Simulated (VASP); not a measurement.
# Ti (Im-3m) in VASP: settings compared, part 2 of 2

VASP 6.6.1. The steps go on from the part before.

### Step 5. Single point, r2SCAN

This run uses another cell than the first one, of 18.03 Å³/atom, 0.962 times its volume.

POSCAR reads:

```
Ti
1.0
   -1.6518678664      1.6518678664      1.6518678664
    1.6518678664     -1.6518678664      1.6518678664
    1.6518678664      1.6518678664     -1.6518678664
Ti
1
Direct
    0.0000000000      0.0000000000      0.0000000000
```

INCAR.step1 reads:

```
SYSTEM = Ti
PREC = Accurate
ENCUT = 520
ISMEAR = -1
SIGMA = 0.05
LREAL = .False.
LASPH = .True.
NELM = 100
NBANDS = 12
GGA = PE
ALGO = Normal
EDIFF = 1E-4
LWAVE = .True.
LCHARG = .False.
```

INCAR.step2 reads:

```
SYSTEM = Ti
PREC = Accurate
ENCUT = 520
EDIFF = 1E-6
ISMEAR = -1
SIGMA = 0.05
LREAL = .False.
LASPH = .True.
NELM = 100
ALGO = Normal
ISIF = 2
LWAVE = .False.
LCHARG = .False.
METAGGA = R2SCAN
LMIXTAU = .True.
NBANDS = 12
ISTART = 1
```

KPOINTS reads:

```
regular mesh
0
Gamma
  11 11 11
  0 0 0
```

Potentials or basis: VASP PAW PBE potentials, release 64 (Ti_sv).

Run with:

```sh
$ cat potpaw_PBE.64/Ti_sv/POTCAR > POTCAR
$ cp INCAR.step1 INCAR
$ mpirun -np 1 vasp_std > vasp.out
$ cp INCAR.step2 INCAR
$ mpirun -np 1 vasp_std > vasp.out
```

OUTCAR:

```text
SYSTEM = Ti
   PREC = Accurate
   ENCUT = 520
   EDIFF = 1E-6
   ISMEAR = -1
   LREAL = .False.
   LASPH = .True.
   NELM = 100
   ISIF = 2
   METAGGA = R2SCAN
   ISTART = 1

 ion  position               nearest neighbor table
   1  0.000  0.000  0.000-

  LATTYP: Found a body centered cubic cell.
 ALAT       =     3.3037357328

  Lattice vectors:

 A1 = (  -1.6518678664,   1.6518678664,   1.6518678664)
 A2 = (   1.6518678664,  -1.6518678664,   1.6518678664)
 A3 = (   1.6518678664,   1.6518678664,  -1.6518678664)
[... 530 lines left out ...]
      4     -26.2051      2.00000
      5       6.2378      2.00000
      6       7.1738      1.99997
      7       7.6220      1.80661
      8      10.7205      0.00000
      9      10.9066      0.00000
     10      13.9841      0.00000
     11      16.3339      0.00000
     12      18.9316      0.00000

 [... further k-points ...]
[... 5 lines left out ...]
  --------------------------------------------------------------------------------------
  -------------------------------------------------------------------------------------
  Total       -0.5052540     -0.5052540     -0.5052540     -0.0000000      0.0000000     -0.0000000
  in kB      -44.8987670    -44.8987670    -44.8987670     -0.0000000      0.0000000     -0.0000000
  external PRESSURE =     -44.8987670 kB  Pullay stress =       0.0000000 kB

 VOLUME and BASIS-vectors are now :
 -----------------------------------------------------------------------------
  energy-cutoff  :      520.00
  volume of cell :       18.03
      direct lattice vectors                 reciprocal lattice vectors
    -1.651867866  1.651867866  1.651867866     0.000000000  0.302687648  0.302687648
     1.651867866 -1.651867866  1.651867866     0.302687648  0.000000000  0.302687648
     1.651867866  1.651867866 -1.651867866     0.302687648  0.302687648  0.000000000

 POSITION                                       TOTAL-FORCE (eV/Angst)
 -----------------------------------------------------------------------------------
      0.00000      0.00000      0.00000        -0.000000     -0.000000      0.000000
 -----------------------------------------------------------------------------------
    total drift:                                0.000000      0.000000     -0.000000

  FREE ENERGIE OF THE ION-ELECTRON SYSTEM (eV)
  ---------------------------------------------------
  free  energy   TOTEN  =       -12.8112455048 eV

  energy  without entropy=      -12.7890220003  energy(sigma->0) =      -12.80013375
```

OUTCAR.step1:

```text
SYSTEM = Ti
   PREC = Accurate
   ENCUT = 520
   ISMEAR = -1
   LREAL = .False.
   LASPH = .True.
[... 577 lines left out ...]
 -----------------------------------------------------------------------------------
      0.00000      0.00000      0.00000        -0.000000      0.000000      0.000000
 -----------------------------------------------------------------------------------
    total drift:                                0.000000      0.000000      0.000000

  FREE ENERGIE OF THE ION-ELECTRON SYSTEM (eV)
  ---------------------------------------------------
  free  energy   TOTEN  =        -7.7215874347 eV

  energy  without entropy=       -7.6981209573  energy(sigma->0) =       -7.70985420
```

Run time: 27 s. Hardware: 1 thread of Intel Xeon 6975P-C (Granite Rapids), shared host; peak memory 0.14 GiB.

What came out:

```yaml
Free_energy: -12.8112 eV
Pressure: -4.5 GPa
Band_gap_on_the_k_mesh: zero (band 6 reaches 8.84 eV, above the bottom of band 7 at 7.13 eV)
```

Levels at points of the mesh, in eV from the Fermi level:
| k point | band 4 | band 5 | band 6 | band 7 | band 8 | band 9 |
| --- | --- | --- | --- | --- | --- | --- |
| (0.00, 0.00, 0.00) | -33.84 | -6.26 | 1.10 | 1.10 | 1.10 | 2.80 |

Caveat: the PAW data sets were made with another functional, which shifts forces and pressure a little.

### Step 6. Single point, r2SCAN

This run uses another cell than the first one, of 18.38 Å³/atom, 0.981 times its volume.

POSCAR reads:

```
Ti
1.0
   -1.6625945817      1.6625945817      1.6625945817
    1.6625945817     -1.6625945817      1.6625945817
    1.6625945817      1.6625945817     -1.6625945817
Ti
1
Direct
    0.0000000000      0.0000000000      0.0000000000
```

INCAR.step1 reads:

```
SYSTEM = Ti
  ALGO = Normal
  EDIFF = 1E-4
  ENCUT = 520
  GGA = PE
  ISMEAR = -1
  LASPH = .True.
  LCHARG = .False.
  LREAL = .False.
  LWAVE = .True.
  NBANDS = 12
  NELM = 80
  PREC = Accurate
  SIGMA = 0.05
```

INCAR.step2 reads:

```
SYSTEM = Ti
  ALGO = Normal
  EDIFF = 1E-6
  ENCUT = 520
  ISIF = 2
  ISMEAR = -1
  ISTART = 1
  LASPH = .True.
  LCHARG = .False.
  LMIXTAU = .True.
  LREAL = .False.
  LWAVE = .False.
  METAGGA = R2SCAN
  NBANDS = 12
  NELM = 80
  PREC = Accurate
  SIGMA = 0.05
```

KPOINTS reads:

```
k-points
0
Gamma
  11 11 11
  0 0 0
```

Potentials or basis: VASP PAW PBE potentials, release 64 (Ti_sv).

Run with:

```sh
$ cat potpaw_PBE.64/Ti_sv/POTCAR > POTCAR
$ cp INCAR.step1 INCAR
$ mpirun -np 1 vasp_std > vasp.out
$ cp INCAR.step2 INCAR
$ mpirun -np 1 vasp_std > vasp.out
```

OUTCAR:

```text
SYSTEM = Ti
   EDIFF = 1E-6
   ENCUT = 520
   ISIF = 2
   ISMEAR = -1
   ISTART = 1
   LASPH = .True.
   LREAL = .False.
   METAGGA = R2SCAN
   NELM = 80
   PREC = Accurate

 ion  position               nearest neighbor table
   1  0.000  0.000  0.000-

  LATTYP: Found a body centered cubic cell.
 ALAT       =     3.3251891634

  Lattice vectors:

 A1 = (  -1.6625945817,   1.6625945817,   1.6625945817)
 A2 = (   1.6625945817,  -1.6625945817,   1.6625945817)
 A3 = (   1.6625945817,   1.6625945817,  -1.6625945817)

Analysis of symmetry for initial positions (statically):
[... 529 lines left out ...]
      5       6.0672      2.00000
      6       6.9945      1.99996
      7       7.4081      1.86324
      8      10.4543      0.00000
      9      10.6350      0.00000
     10      13.6453      0.00000
     11      15.9394      0.00000
     12      18.5385      0.00000

 [... further k-points ...]
[... 5 lines left out ...]
  --------------------------------------------------------------------------------------
  -------------------------------------------------------------------------------------
  Total       -0.7232019     -0.7232019     -0.7232019      0.0000000      0.0000000     -0.0000000
  in kB      -63.0305475    -63.0305475    -63.0305475      0.0000000      0.0000000     -0.0000000
  external PRESSURE =     -63.0305475 kB  Pullay stress =       0.0000000 kB

 VOLUME and BASIS-vectors are now :
 -----------------------------------------------------------------------------
  energy-cutoff  :      520.00
  volume of cell :       18.38
      direct lattice vectors                 reciprocal lattice vectors
    -1.662594582  1.662594582  1.662594582     0.000000000  0.300734771  0.300734771
     1.662594582 -1.662594582  1.662594582     0.300734771  0.000000000  0.300734771
     1.662594582  1.662594582 -1.662594582     0.300734771  0.300734771  0.000000000

 POSITION                                       TOTAL-FORCE (eV/Angst)
 -----------------------------------------------------------------------------------
      0.00000      0.00000      0.00000         0.000000     -0.000000     -0.000000
 -----------------------------------------------------------------------------------
    total drift:                                0.000000      0.000000     -0.000000

  FREE ENERGIE OF THE ION-ELECTRON SYSTEM (eV)
  ---------------------------------------------------
  free  energy   TOTEN  =       -12.7997979567 eV

  energy  without entropy=      -12.7773087470  energy(sigma->0) =      -12.78855335
```

OUTCAR.step1:

```text
SYSTEM = Ti
   EDIFF = 1E-4
   ENCUT = 520
   GGA = PE
   ISMEAR = -1
   LASPH = .True.
   LREAL = .False.
[... 576 lines left out ...]
 -----------------------------------------------------------------------------------
      0.00000      0.00000      0.00000         0.000000     -0.000000     -0.000000
 -----------------------------------------------------------------------------------
    total drift:                                0.000000      0.000000      0.000000

  FREE ENERGIE OF THE ION-ELECTRON SYSTEM (eV)
  ---------------------------------------------------
  free  energy   TOTEN  =        -7.7098109498 eV

  energy  without entropy=       -7.6856616133  energy(sigma->0) =       -7.69773628
```

Run time: 20 s. Hardware: 1 thread of Intel Xeon 6975P-C (Granite Rapids), shared host; peak memory 0.14 GiB.

Results:

* Free energy: -12.7998 eV
* Pressure: -6.3 GPa
* Band gap on the k mesh: zero (band 6 reaches 8.62 eV, above the bottom of band 7 at 6.94 eV)

Levels at points of the mesh, in eV from the Fermi level:
```tsv
k point	band 2	band 3	band 4	band 5	band 6	band 7	band 8	band 9	band 10	band 11
(0.00, 0.00, 0.00)	-33.91	-33.91	-33.91	-6.22	1.08	1.08	1.08	2.74	2.74	17.68
```

Caveat: the PAW data sets were made with another functional, which shifts forces and pressure a little.

### Step 7. Overview

| level | potentials or basis | cell | gap on the mesh (eV) | pressure (GPa) |
| --- | --- | --- | --- | --- |
| LDA | VASP PAW LDA potentials, release 64 (Ti_sv) | a = 2.898 Å, angles 109.5°, 1 atom | none | -15.1 |
| r2SCAN | VASP PAW PBE potentials, release 64 (Ti_sv) | a = 2.784 Å, angles 109.5°, 1 atom | none | 4.5 |
| r2SCAN | VASP PAW PBE potentials, release 64 (Ti_sv) | a = 2.823 Å, angles 109.5°, 1 atom | none | -0.4 |
| r2SCAN | VASP PAW PBE potentials, release 64 (Ti_sv) | a = 2.861 Å, angles 109.5°, 1 atom | none | -4.5 |
| r2SCAN | VASP PAW PBE potentials, release 64 (Ti_sv) | a = 2.880 Å, angles 109.5°, 1 atom | none | -6.3 |

Alike in all rows: task single point; no spin polarisation; k mesh 11 × 11 × 11; cutoff (eV) 520; smearing fermi-dirac 0.05 eV.

Caveats: the PAW data sets were made with another functional, which shifts forces and pressure a little (some runs).

Absolute energies hang on the potentials; compare differences alone.
